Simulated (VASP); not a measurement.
A run of VASP 6.6.1:

File INCAR:

```
  PREC = Accurate
  ENCUT = 520
  EDIFF = 1E-7
  ISMEAR = 0
  SIGMA = 0.01
  LREAL = False
  LASPH = True
  NELM = 100
  ALGO = Normal
  ISIF = 2
  LWAVE = False
  LCHARG = True
  GGA = CA
  LELF = True
  LVHAR = True
  NBANDS = 21
```

File KPOINTS:

```
Automatic mesh
0
Gamma
  6 6 6
```

Contents of POSCAR:

```
Si3Sn
1.0
    2.0239181904      1.1685097120      6.6336726333
   -2.0239181904      1.1685097120      6.6336726333
    0.0000000000     -2.3370194240      6.6336726333
Si Sn
3 1
Direct
    1.0061337070      0.0061337070      0.0061337070
    0.4931881577      0.4931881577      0.4931881577
    0.3753444185      0.3753444185      0.3753444185
    0.8753337168      0.8753337168      0.8753337168
```

Potentials or basis: VASP PAW LDA potentials, release 64 (Si, Sn_d).

Run with:

```sh
$ cat potpaw_LDA.64/Si/POTCAR potpaw_LDA.64/Sn_d/POTCAR > POTCAR
$ mpirun -np 1 vasp_std > vasp.out
```

Hardware: 1 thread of Intel Xeon 6975P-C, on a shared host.

Problem. How long does it take, and how much memory?

Solution. It took 2.8 min on 1 thread of Intel Xeon 6975P-C, on a shared host, peak memory 0.32 GiB. Counts: scf iterations 14, k points 32.
